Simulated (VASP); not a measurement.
# Zr2HS4 in VASP: further runs, part 2 of 2

VASP 6.6.1.

### 3 Single point, PBE+D3(BJ)

The input, INCAR:

```
SYSTEM = Zr2HS4
ALGO = Normal
DIPOL = 0.5 0.5 0.283
EDIFF = 1E-6
ENCUT = 400
GGA = PE
GGA_COMPAT = .FALSE.
IDIPOL = 3
ISIF = 2
ISMEAR = 0
IVDW = 12
LASPH = .TRUE.
LCHARG = .FALSE.
LDIPOL = .TRUE.
LREAL = .FALSE.
LWAVE = .FALSE.
NBANDS = 62
NELM = 120
NELMDL = -8
PREC = Accurate
SIGMA = 0.05
```

The input, KPOINTS:

```
k-points
0
G
  6 6 1
  0 0 0
```

The input, POSCAR:

```
Zr2HS4
1.0
    7.2976778227      0.0000000000      0.0000000000
   -3.6488389114      6.3199743831      0.0000000000
    0.0000000000      0.0000000000     20.9171506047
S Zr H
8 4 2
Direct
    0.3333333333      0.1666666667      0.1912306354
    0.3333333333      0.6666666667      0.1912306354
    0.8333333333      0.1666666667      0.1912306354
    0.8333333333      0.6666666667      0.1912306354
    0.1666666667      0.3333333333      0.3306927762
    0.1666666667      0.8333333333      0.3306927762
    0.6666666667      0.3333333333      0.3306927762
    0.6666666667      0.8333333333      0.3306927762
    0.0000000000      0.0000000000      0.2609617058
    0.0000000000      0.5000000000      0.2609617058
    0.5000000000      0.0000000000      0.2609617058
    0.5000000000      0.5000000000      0.2609617058
    0.3118402924      0.6236805848      0.4134000260
    0.5214930409      1.0429860819      0.4134000260
```

Potentials or basis: VASP PAW PBE potentials, release 64 (S, Zr_sv, H).

On the command line:

```sh
$ cat potpaw_PBE.64/S/POTCAR potpaw_PBE.64/Zr_sv/POTCAR potpaw_PBE.64/H/POTCAR > POTCAR
$ mpirun -np 1 vasp_std > vasp.out
```

OUTCAR:

```text
SYSTEM = Zr2HS4
   EDIFF = 1E-6
   ENCUT = 400
   GGA = PE
   ISIF = 2
   ISMEAR = 0
   IVDW = 12
   LASPH = .TRUE.
   LREAL = .FALSE.
   NELM = 120
   NELMDL = -8
   PREC = Accurate
 IVDW          = 12

 ion  position               nearest neighbor table
   1  0.333  0.167  0.191-   9 2.56  12 2.56  11 2.56
   2  0.333  0.667  0.191-  10 2.56  11 2.56  12 2.56
   3  0.833  0.167  0.191-  11 2.56  10 2.56   9 2.56
   4  0.833  0.667  0.191-  12 2.56   9 2.56  10 2.56
   5  0.167  0.333  0.331-  12 2.56   9 2.56  10 2.56
   6  0.167  0.833  0.331-  11 2.56  10 2.56   9 2.56
   7  0.667  0.333  0.331-  10 2.56  11 2.56  12 2.56
   8  0.667  0.833  0.331-   9 2.56  12 2.56  11 2.56
   9  0.000  0.000  0.261-   1 2.56   8 2.56   5 2.56   4 2.56   6 2.56   3 2.56  12 3.65  12 3.65
                            11 3.65  11 3.65  10 3.65  10 3.65
  10  0.000  0.500  0.261-   2 2.56   7 2.56   6 2.56   3 2.56   4 2.56   5 2.56  11 3.65  11 3.65
                            12 3.65  12 3.65   9 3.65   9 3.65
  11  0.500  0.000  0.261-   3 2.56   6 2.56   2 2.56   7 2.56   1 2.56   8 2.56  10 3.65  10 3.65
                             9 3.65   9 3.65  12 3.65  12 3.65
  12  0.500  0.500  0.261-   4 2.56   5 2.56   1 2.56   8 2.56   7 2.56   2 2.56   9 3.65   9 3.65
                            10 3.65  10 3.65  11 3.65  11 3.65
  13  0.312  0.624  0.413-
  14  0.521  0.043  0.413-

  LATTYP: Found a hexagonal cell.
 ALAT       =     7.2976778227
 C/A-ratio  =     2.8662748771

  Lattice vectors:

 A1 = (   7.2976778227,   0.0000000000,   0.0000000000)
 A2 = (  -3.6488389114,   6.3199743831,   0.0000000000)
 A3 = (   0.0000000000,   0.0000000000,  20.9171506047)

Analysis of symmetry for initial positions (statically):
=====================================================================
 Subroutine PRICEL returns:
 Original cell was already a primitive cell.

 Routine SETGRP: Setting up the symmetry group for a
 hexagonal supercell.

 Subroutine GETGRP returns: Found  2 space group operations
 (whereof  2 operations were pure point group operations)
 out of a pool of 24 trial point group operations.

The static configuration has the point symmetry C_1h.

Analysis of symmetry for dynamics (positions and initial velocities):
=====================================================================
 Subroutine PRICEL returns:
 Original cell was already a primitive cell.

 Routine SETGRP: Setting up the symmetry group for a
 hexagonal supercell.

 Subroutine GETGRP returns: Found  2 space group operations
 (whereof  2 operations were pure point group operations)
 out of a pool of 24 trial point group operations.

The dynamic configuration has the point symmetry C_1h.

 Subroutine INISYM returns: Found  2 space group operations
 (whereof  2 operations are pure point group operations),
 and found     1 'primitive' translations

----------------------------------------------------------------------------------------

                                     Primitive cell

  volume of cell :     964.7228

  direct lattice vectors                    reciprocal lattice vectors
     7.297677823  0.000000000  0.000000000     0.137029891  0.079114245  0.000000000
    -3.648838911  6.319974383  0.000000000     0.000000000  0.158228489  0.000000000
[... 92 lines left out ...]
   LNONCOLLINEAR =      F non collinear calculations
   LSORBIT =      F    spin-orbit coupling
   LASPH  =      T    aspherical Exc in radial PAW
   ENCUT  =  400.0 eV  29.40 Ry    5.42 a.u.  11.90 11.90 34.11*2*pi/ulx,y,z
   NELM   =    120;   NELMIN=  2; NELMDL= -8     # of ELM steps
   EDIFF  = 0.1E-05   stopping-criterion for ELM
   LREAL  =      F    real-space projection
   EDIFFG = 0.1E-04   stopping-criterion for IOM
   NSW    =      0    number of steps for IOM
   IBRION =     -1    ionic relax: 0-MD 1-quasi-New 2-CG
   NFREE  =      0    steps in history (QN), initial steepest desc. (CG)
   ISIF   =      2    stress and relaxation
   ISYM   =      2    0-nonsym 1-usesym 2-fastsym
   POTIM  = 0.5000    time-step for ionic-motion
   TEBEG  =    0.0;   TEEND  =   0.0 temperature during run
   PSTRESS=    0.0 pullay stress
   NELECT =      98.0000    total number of electrons
   NUPDOWN=      -1.0000    fix difference up-down
   EMIN   =  10.00;   EMAX   =-10.00  energy-range for DOS
   EFERMI =   0.00;   METHOD = LEGACY
   ISMEAR =     0;   SIGMA  =   0.05  broadening in eV -4-tet -1-fermi 0-gaus
   EFERMI_NEDOS =   21; number of points for ismear=-14 and -15
   IALGO  =     38    algorithm
   IMIX   =      4    mixing-type and parameters
     AMIX     =   0.40;   BMIX     =  1.00
     AMIX_MAG =   1.60;   BMIX_MAG =  1.00
  volume/ion in A,a.u.               =      68.91       465.02
  Fermi-wavevector in a.u.,A,eV,Ry     =   0.763864  1.443494  7.938838  0.583488
  Thomas-Fermi vector in A             =   1.863639
   LORBIT       =      0    0 simple, 1 ext, 2 COOP (PROOUT), +10 PAW based schemes
   GGA     = PE    functional components
   LHFCALC =     F    Hartree Fock is set to
   AEXX    =    0.0000 exact exchange contribution
   IVDW    =    12    specifies the selected vdW correction
   LEPSILON=     F    determine dielectric tensor
   LRPA    =     F    only Hartree local field effects (RPA)
 non-spin polarized calculation
 Gauss-broadening in eV      SIGMA  =   0.05
  energy-cutoff  :      400.00
  volume of cell :      964.72
 maximum number of plane-waves:     17598
   NGX = 23   NGY = 23   NGZ = 69

 dipolmoment           0.000000      0.000000     -0.029369 electrons x Angstroem

 number of electron      98.0000013 magnetization

 dipolmoment           0.000000      0.000000      0.072132 electrons x Angstroem

 Free energy of the ion-electron system (eV)
  ---------------------------------------------------
  ext. energy  EPLUGINS =         0.00000000
  ---------------------------------------------------
  free energy    TOTEN  =       -86.96876313 eV

  energy without entropy =      -86.96874925  energy(sigma->0) =      -86.96875619

 E-fermi :  -2.6474     XC(G=0):  -3.3449

 val. band max:       -2.7750214034   @ k =   0.0000   0.1667   0.0000
 cond. band min:      -2.5309155284   @ k =   0.0000   0.0000   0.0000
 fundamental gap:      0.2441058751
 Fermi energy:        -2.6474302032

 k-point     1 :       0.0000    0.0000    0.0000
  band No.  band energies     occupation
      1     -52.2229      2.00000
      2     -52.1738      2.00000
      3     -52.1624      2.00000
      4     -52.1527      2.00000
      5     -30.4011      2.00000
      6     -30.3814      2.00000
[... 821 lines left out ...]
     60       0.1960      0.00000
     61       0.2187      0.00000
 [bands above 61 left out]

------------------------ aborting loop because EDIFF is reached ----------------------------------------

 vacuum level on the upper side and lower side of the slab       (xc-potential included)        -0.060        -0.337

 Edisp (eV)   -3.13529

 E8    (eV) :    -1.3931

  FORCE on cell =-STRESS in cart. coord.  units (eV):
  Direction    XX          YY          ZZ          XY          YZ          ZX
  --------------------------------------------------------------------------------------
  -------------------------------------------------------------------------------------
  Total       0.34008    -4.10174    -0.55007     0.00000    -0.15513     0.00000
  in kB       0.56479    -6.81202    -0.91353     0.00000    -0.25764     0.00000
  external pressure =       -2.39 kB  Pullay stress =        0.00 kB

 VOLUME and BASIS-vectors are now :
 -----------------------------------------------------------------------------
  energy-cutoff  :      400.00
  volume of cell :      964.72
      direct lattice vectors                 reciprocal lattice vectors
     7.297677823  0.000000000  0.000000000     0.137029891  0.079114245  0.000000000
    -3.648838911  6.319974383  0.000000000     0.000000000  0.158228489  0.000000000
     0.000000000  0.000000000 20.917150605     0.000000000  0.000000000  0.047807659

 POSITION                                       TOTAL-FORCE (eV/Angst)
 -----------------------------------------------------------------------------------
      1.82442      1.05333      4.00000         0.068757     -0.023679     -0.010668
     -0.00000      4.21332      4.00000         0.000000     -0.008313      0.060139
      5.47326      1.05333      4.00000        -0.068757     -0.023679     -0.010668
      3.64884      4.21332      4.00000         0.000000     -0.030778     -0.037084
      0.00000      2.10666      6.91715        -0.000000      0.481941      0.612769
     -1.82442      5.26665      6.91715        -0.119807     -0.087537     -0.136973
      3.64884      2.10666      6.91715         0.000000     -0.100722      0.500455
      1.82442      5.26665      6.91715         0.119807     -0.087537     -0.136973
      0.00000      0.00000      5.45858         0.000000     -0.301408     -0.009706
     -1.82442      3.15999      5.45858         0.063160      0.275717     -0.093029
      3.64884      0.00000      5.45858         0.000000     -0.186975     -0.175310
      1.82442      3.15999      5.45858        -0.063160      0.275717     -0.093029
     -0.00000      3.94165      8.64715        -0.000000      0.464057     -0.189184
      3.64884      0.27167      8.64715         0.000000     -0.646802     -0.280738
 -----------------------------------------------------------------------------------
    total drift:                                0.000000      0.000002      0.000360

  FREE ENERGIE OF THE ION-ELECTRON SYSTEM (eV)
  ---------------------------------------------------
  free  energy   TOTEN  =       -90.1040567251 eV

  energy  without entropy=      -90.1040428470  energy(sigma->0) =      -90.10404979

 vacuum level on the upper side and lower side of the slab         3.173         2.894
```

Wall time 23 min (1 thread of Intel Xeon Platinum 8259CL at 2.50GHz (Skylake/Cascade Lake), shared host); peak memory 0.91 GiB.

What came out:

```
Free energy                : -90.1041 eV
Largest force              : 0.780 eV/Å
Band gap on the k mesh     : 0.24 eV (least direct gap 0.25 eV)
Dispersion energy per atom : -0.224 eV
```

Forces in eV/Å, atoms in the order of the input:
```
S    0.069 -0.024 -0.011
S    0.000 -0.008  0.060
S   -0.069 -0.024 -0.011
S    0.000 -0.031 -0.037
S    0.000  0.482  0.613
S   -0.120 -0.088 -0.137
S    0.000 -0.101  0.500
S    0.120 -0.088 -0.137
Zr   0.000 -0.301 -0.010
Zr   0.063  0.276 -0.093
Zr   0.000 -0.187 -0.175
Zr  -0.063  0.276 -0.093
H    0.000  0.464 -0.189
H    0.000 -0.647 -0.281
```

### 4 Single point, PBE+D3(BJ)

The input, INCAR:

```
ALGO = Normal
DIPOL = 0.5 0.5 0.281
EDIFF = 1E-6
ENCUT = 400
GGA = PE
GGA_COMPAT = F
IDIPOL = 3
ISIF = 2
ISMEAR = 0
IVDW = 12
LASPH = T
LCHARG = F
LDIPOL = T
LREAL = F
LWAVE = F
NBANDS = 62
NELM = 120
NELMDL = -8
PREC = Accurate
SIGMA = 0.05
```

The input, KPOINTS:

```
k-points
0
Gamma
  6 6 1
```

Changes to POSCAR since step 3:

```diff
@@ -20,3 +20,3 @@
     0.5000000000      0.5000000000      0.2609617058
-    0.3118402924      0.6236805848      0.4134000260
-    0.5214930409      1.0429860819      0.4134000260
+    0.3803136712      0.7606273424      0.3981015752
+    0.4530196621      0.9060393242      0.3981015752
```

Potentials or basis: VASP PAW PBE potentials, release 64 (S, Zr_sv, H).

On the command line:

```sh
$ cat potpaw_PBE.64/S/POTCAR potpaw_PBE.64/Zr_sv/POTCAR potpaw_PBE.64/H/POTCAR > POTCAR
$ mpirun -np 1 vasp_std > vasp.out
```

OUTCAR:

```text
EDIFF = 1E-6
   ENCUT = 400
   GGA = PE
   ISIF = 2
   ISMEAR = 0
   IVDW = 12
   LASPH = T
   LREAL = F
   NELM = 120
   NELMDL = -8
   PREC = Accurate
 IVDW          = 12

 ion  position               nearest neighbor table
   1  0.333  0.167  0.191-   9 2.56  12 2.56  11 2.56
   2  0.333  0.667  0.191-  10 2.56  11 2.56  12 2.56
   3  0.833  0.167  0.191-  11 2.56  10 2.56   9 2.56
   4  0.833  0.667  0.191-  12 2.56   9 2.56  10 2.56
   5  0.167  0.333  0.331-  12 2.56   9 2.56  10 2.56
[... 1072 lines left out ...]
  energy-cutoff  :      400.00
  volume of cell :      964.72
      direct lattice vectors                 reciprocal lattice vectors
     7.297677823  0.000000000  0.000000000     0.137029891  0.079114245  0.000000000
    -3.648838911  6.319974383  0.000000000     0.000000000  0.158228489  0.000000000
     0.000000000  0.000000000 20.917150605     0.000000000  0.000000000  0.047807659

 POSITION                                       TOTAL-FORCE (eV/Angst)
 -----------------------------------------------------------------------------------
      1.82442      1.05333      4.00000         0.033701     -0.009359      0.000230
     -0.00000      4.21332      4.00000         0.000000     -0.001477      0.035529
      5.47326      1.05333      4.00000        -0.033701     -0.009359      0.000230
      3.64884      4.21332      4.00000         0.000000     -0.061221     -0.055803
      0.00000      2.10666      6.91715        -0.000000      0.047010      0.122008
     -1.82442      5.26665      6.91715        -0.699797     -0.012493     -0.673129
      3.64884      2.10666      6.91715         0.000000     -0.034732      0.109254
      1.82442      5.26665      6.91715         0.699797     -0.012493     -0.673129
      0.00000      0.00000      5.45858         0.000000     -0.085372     -0.024110
     -1.82442      3.15999      5.45858        -0.018558      0.162934     -0.055816
      3.64884      0.00000      5.45858        -0.000000      0.064426     -0.471619
      1.82442      3.15999      5.45858         0.018558      0.162934     -0.055816
     -0.00000      4.80715      8.32715        -0.000000      3.028154      0.848699
     -0.00000      5.72615      8.32715         0.000000     -3.238951      0.893472
 -----------------------------------------------------------------------------------
    total drift:                                0.000000     -0.000004      0.000770

  FREE ENERGIE OF THE ION-ELECTRON SYSTEM (eV)
  ---------------------------------------------------
  free  energy   TOTEN  =       -94.3748121111 eV

  energy  without entropy=      -94.3748121111  energy(sigma->0) =      -94.37481211

 vacuum level on the upper side and lower side of the slab         2.979         3.108
```

Run time: 18 min. Hardware: 1 thread of Intel Xeon Platinum 8259CL at 2.50GHz (Skylake/Cascade Lake), shared host; peak memory 0.91 GiB.

Results:

```
Free energy                : -94.3748 eV
Largest force              : 3.360 eV/Å
Band gap on the k mesh     : 1.09 eV
Dispersion energy per atom : -0.225 eV
```

Forces on the atoms (eV/Å):
```
S    0.034 -0.009  0.000
S    0.000 -0.001  0.036
S   -0.034 -0.009  0.000
S    0.000 -0.061 -0.056
S    0.000  0.047  0.122
S   -0.700 -0.012 -0.673
S    0.000 -0.035  0.109
S    0.700 -0.012 -0.673
Zr   0.000 -0.085 -0.024
Zr  -0.019  0.163 -0.056
Zr   0.000  0.064 -0.472
Zr   0.019  0.163 -0.056
H    0.000  3.028  0.849
H    0.000 -3.239  0.893
```

Levels at points of the mesh, in eV from the valence-band top:
| k point | band 47 | band 48 | band 49 | band 50 | band 51 | band 52 |
| --- | --- | --- | --- | --- | --- | --- |
| (0.00, 0.00, 0.00) | -0.25 | -0.01 | 0.00 | 1.09 | 1.11 | 1.18 |
| (0.50, 0.00, 0.00) | -0.75 | -0.52 | -0.39 | 1.49 | 1.55 | 2.27 |
| (0.00, 0.50, 0.00) | -0.83 | -0.50 | -0.11 | 1.47 | 1.50 | 2.28 |

### 5 Single point, PBE+D3(BJ)

The input, INCAR:

```
PREC     = Accurate       # precision mode
ENCUT    = 400            # plane-wave cutoff, eV
EDIFF    = 1E-6           # SCF threshold, eV
ISMEAR   = 0              # smearing method
SIGMA    = 0.05           # smearing width, eV
LREAL    = False          # projectors in reciprocal space
LASPH    = True           # aspherical terms in the spheres
NELM     = 120            # most SCF steps
ALGO     = Normal         # electronic algorithm
ISIF     = 2              # what is computed and relaxed
LWAVE    = False          # write WAVECAR
LCHARG   = False          # write CHGCAR
LDIPOL   = True         
IDIPOL   = 3            
DIPOL    = 0.5 0.5 0.285
GGA      = PE             # functional
IVDW     = 12             # dispersion correction
NBANDS   = 62             # bands
GGA_COMPAT= False        
NELMDL   = -8
```

The input, KPOINTS:

```
Automatic mesh
0
Gamma
  6 6 1
```

Changes to POSCAR since step 4:

```diff
@@ -20,3 +20,3 @@
     0.5000000000      0.5000000000      0.2609617058
-    0.3803136712      0.7606273424      0.3981015752
-    0.4530196621      0.9060393242      0.3981015752
+    0.3909545371      0.7819090743      0.4286984769
+    0.4423787962      0.8847575924      0.4286984769
```

On the command line:

```sh
$ cat potpaw_PBE.64/S/POTCAR potpaw_PBE.64/Zr_sv/POTCAR potpaw_PBE.64/H/POTCAR > POTCAR
$ mpirun -np 1 vasp_std > vasp.out
```

Run time: 19 min. Hardware: 1 thread of Intel Xeon Platinum 8259CL at 2.50GHz (Skylake/Cascade Lake), shared host; peak memory 0.89 GiB.

Results (log left out):

| Quantity | Value |
| --- | --- |
| Free energy | -95.1209 eV |
| Largest force | 4.804 eV/Å |
| Band gap on the k mesh | 1.10 eV |
| Dispersion energy per atom | -0.218 eV |

Forces on the atoms (eV/Å):
```
S    0.005  0.008 -0.015
S    0.000 -0.002  0.005
S   -0.005  0.008 -0.015
S    0.000 -0.017 -0.016
S    0.000  0.007  0.042
S   -0.150  0.011 -0.209
S    0.000 -0.010  0.041
S    0.150  0.011 -0.209
Zr   0.000 -0.037  0.004
Zr  -0.002  0.041 -0.013
Zr   0.000 -0.025 -0.055
Zr   0.002  0.041 -0.013
H    0.000 -4.799  0.221
H    0.000  4.762  0.232
```

Levels at points of the mesh, in eV from the valence-band top:
```csv
k point,band 45,band 46,band 47,band 48,band 49,band 50,band 51,band 52,band 53,band 54
"(0.00, 0.00, 0.00)",-0.92,-0.92,-0.78,0.00,0.00,1.10,1.10,1.12,1.69,1.69
"(0.50, 0.00, 0.00)",-1.12,-0.85,-0.85,-0.51,-0.47,1.48,1.50,2.28,2.28,2.75
"(0.00, 0.50, 0.00)",-1.10,-0.85,-0.85,-0.50,-0.42,1.48,1.49,2.27,2.28,2.75
```

### 6 Overview

```tsv
cell	gap on the mesh (eV)	largest force (eV/Å)
as given, atomic positions A	0.78	3.58
as given, atomic positions B	0.24	0.78
as given, atomic positions C	1.09	3.36
as given, atomic positions D	1.10	4.80
```

Alike in all rows: task single point; level PBE+D3(BJ); potentials or basis VASP PAW PBE potentials, release 64 (S, Zr_sv, H); no spin polarisation; k mesh 6 × 6 × 1; cutoff (eV) 400; smearing gaussian 0.05 eV.

Total energies depend on the potentials used, so only differences within one code and one set of settings carry meaning.
